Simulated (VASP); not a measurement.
# Si (Cmm2) in VASP: further runs, part 2 of 2

VASP 6.6.1. Earlier steps stand in the parts before.

**5. Single point, PBE (atom 1 (Si) moved +0.135 Å along Cartesian [0 0 1])**

INCAR reads:

```
SYSTEM = Si
  PREC = Accurate
  ENCUT = 520
  EDIFF = 1E-6
  ISMEAR = 0
  SIGMA = 0.05
  LREAL = .False.
  LASPH = .True.
  NELM = 100
  ALGO = Normal
  ISIF = 2
  LWAVE = .False.
  LCHARG = .False.
  GGA = PE
  NBANDS = 26
```

KPOINTS reads:

```
Automatic mesh
0
Gamma
  6 6 6
  0 0 0
```

POSCAR reads:

```
Si
1.0
    5.4309400000      0.0000000000      0.0000000000
    0.0000000000     -5.4309400000      0.0000000000
    0.0000000000      0.0000000000     -5.4309400000
Si
8
Direct
    0.5000000000      0.0000000000     -0.0248575753
    0.0000000000      0.5000000000      0.0000000000
    0.0000000000      0.0000000000      0.5000000000
    0.5000000000      0.5000000000      0.5000000000
    0.7500000000      0.7500000000      0.7500000000
    0.2500000000      0.2500000000      0.7500000000
    0.2500000000      0.7500000000      0.2500000000
    0.7500000000      0.2500000000      0.2500000000
```

Potentials or basis: VASP PAW PBE potentials, release 64 (Si).

Launch:

```bash
$ cat potpaw_PBE.64/Si/POTCAR > POTCAR
$ mpirun -np 1 vasp_std > vasp.out
```

OUTCAR:

```text
SYSTEM = Si
   PREC = Accurate
   ENCUT = 520
   EDIFF = 1E-6
   ISMEAR = 0
   LREAL = .False.
   LASPH = .True.
   NELM = 100
   ISIF = 2
   GGA = PE

 ion  position               nearest neighbor table
   1  0.500  0.000  0.975-   5 2.28   6 2.28   7 2.43   8 2.43
   2  0.000  0.500  0.000-   5 2.35   6 2.35   7 2.35   8 2.35
   3  0.000  0.000  0.500-   5 2.35   6 2.35   7 2.35   8 2.35
   4  0.500  0.500  0.500-   5 2.35   6 2.35   7 2.35   8 2.35
   5  0.750  0.750  0.750-   1 2.28   2 2.35   3 2.35   4 2.35
   6  0.250  0.250  0.750-   1 2.28   2 2.35   3 2.35   4 2.35
   7  0.250  0.750  0.250-   2 2.35   3 2.35   4 2.35   1 2.43
[... 910 lines left out ...]
  Total        2.2278248      2.2278248      1.8758844      1.3591784      0.0000000      0.0000000
  in kB       22.2826376     22.2826376     18.7625408     13.5944621      0.0000000      0.0000000
  external PRESSURE =      21.1092720 kB  Pullay stress =       0.0000000 kB

 VOLUME and BASIS-vectors are now :
 -----------------------------------------------------------------------------
  energy-cutoff  :      520.00
  volume of cell :      160.19
      direct lattice vectors                 reciprocal lattice vectors
     5.430940000  0.000000000  0.000000000     0.184130187  0.000000000  0.000000000
     0.000000000 -5.430940000  0.000000000     0.000000000 -0.184130187  0.000000000
     0.000000000  0.000000000 -5.430940000     0.000000000  0.000000000 -0.184130187

 POSITION                                       TOTAL-FORCE (eV/Angst)
 -----------------------------------------------------------------------------------
      2.71547      0.00000     -5.29594         0.000000      0.000000     -1.828233
      0.00000     -2.71547      0.00000         0.000000      0.000000     -0.232232
      0.00000      0.00000     -2.71547         0.000000      0.000000      0.124649
      2.71547     -2.71547     -2.71547         0.000000      0.000000      0.124649
      4.07320     -4.07320     -4.07320         0.391210      0.391210      0.479798
      1.35773     -1.35773     -4.07320        -0.391210     -0.391210      0.479798
      1.35773     -4.07320     -1.35773         0.282232     -0.282232      0.425785
      4.07320     -1.35773     -1.35773        -0.282232      0.282232      0.425785
 -----------------------------------------------------------------------------------
    total drift:                                0.000000     -0.000000      0.000002

  FREE ENERGIE OF THE ION-ELECTRON SYSTEM (eV)
  ---------------------------------------------------
  free  energy   TOTEN  =       -43.2547520995 eV

  energy  without entropy=      -43.2547520994  energy(sigma->0) =      -43.25475210
```

OSZICAR:

```text
N       E                     dE             d eps       ncg     rms          rms(c)
DAV:   1     0.677637968067E+02    0.67764E+02   -0.12117E+04  2704   0.102E+03
DAV:   2    -0.387047665786E+02   -0.10647E+03   -0.98421E+02  3516   0.150E+02
DAV:   3    -0.438968955960E+02   -0.51921E+01   -0.51172E+01  3458   0.303E+01
DAV:   4    -0.439810758657E+02   -0.84180E-01   -0.83996E-01  3384   0.496E+00
DAV:   5    -0.439829179685E+02   -0.18421E-02   -0.18410E-02  3432   0.686E-01    0.979E+00
DAV:   6    -0.434770270108E+02    0.50589E+00   -0.24694E-01  3108   0.191E+00    0.599E+00
DAV:   7    -0.432494577734E+02    0.22757E+00   -0.51598E-01  3148   0.286E+00    0.370E-01
DAV:   8    -0.432536180507E+02   -0.41603E-02   -0.33054E-02  3232   0.793E-01    0.162E-01
DAV:   9    -0.432545160583E+02   -0.89801E-03   -0.15432E-03  3376   0.199E-01    0.118E-01
DAV:  10    -0.432547006231E+02   -0.18456E-03   -0.23874E-04  3182   0.662E-02    0.436E-02
DAV:  11    -0.432547505229E+02   -0.49900E-04   -0.72183E-05  3128   0.414E-02    0.109E-02
DAV:  12    -0.432547517631E+02   -0.12401E-05   -0.35339E-06  3402   0.820E-03    0.738E-03
DAV:  13    -0.432547520995E+02   -0.33645E-06   -0.72144E-07  2110   0.422E-03
   1 F= -.43254752E+02 E0= -.43254752E+02  d E =-.141115E-09
```

stdout:

```text
POSCAR found type information on POSCAR Si
 POSCAR found :  1 types and       8 ions
 scaLAPACK will be used
 LDA part: xc-table for (Slater+PW92), standard interpolation
 POSCAR, INCAR and KPOINTS ok, starting setup
 FFT: planning ... GRIDC
 FFT: planning ... GRID_SOFT
 FFT: planning ... GRID
 WAVECAR not read
 entering main loop
```

It took 2.9 min on 1 thread of Intel Xeon 6455B, shared host; peak memory 0.32 GiB.

Results:

```
Free energy            : -43.2548 eV
Pressure               : 2.1 GPa
Largest force          : 1.828 eV/Å
Band gap on the k mesh : 0.39 eV
```

Forces in eV/Å, atoms in the order of the input:
```
Si   0.000  0.000 -1.828
Si   0.000  0.000 -0.232
Si   0.000  0.000  0.125
Si   0.000  0.000  0.125
Si   0.391  0.391  0.480
Si  -0.391 -0.391  0.480
Si   0.282 -0.282  0.426
Si  -0.282  0.282  0.426
```

Stress tensor (GPa, compression positive):
```
2.23 1.36 0.00
1.36 2.23 0.00
0.00 0.00 1.88
```

Caveat: the cell differs from its parent crystal (atom 1 (Si) moved +0.135 Å along Cartesian [0 0 1]); forces of over 1 eV/Å act on the atoms, so gaps and moduli don't describe the material at rest.

**6. The runs side by side**

| cell | gap on the mesh (eV) | pressure (GPa) | largest force (eV/Å) |
| --- | --- | --- | --- |
| as given, atomic positions A | 0.07 | 3.5 | 4.94 |
| as given, atomic positions B | 0.22 | 2.9 | 4.03 |
| as given, atomic positions C | 0.24 | 2.4 | 2.98 |
| as given, atomic positions D | 0.39 | 2.1 | 1.83 |

Alike in all rows: task single point; level PBE; potentials or basis VASP PAW PBE potentials, release 64 (Si); no spin polarisation; k mesh 6 × 6 × 6; cutoff (eV) 520; smearing gaussian 0.05 eV.

Caveats: forces of over 1 eV/Å act on the atoms, so gaps and moduli don't describe the material at rest; the cell stands under pressure (at least some runs).

Total energies depend on the potentials used, so only differences within one code and one set of settings carry meaning.
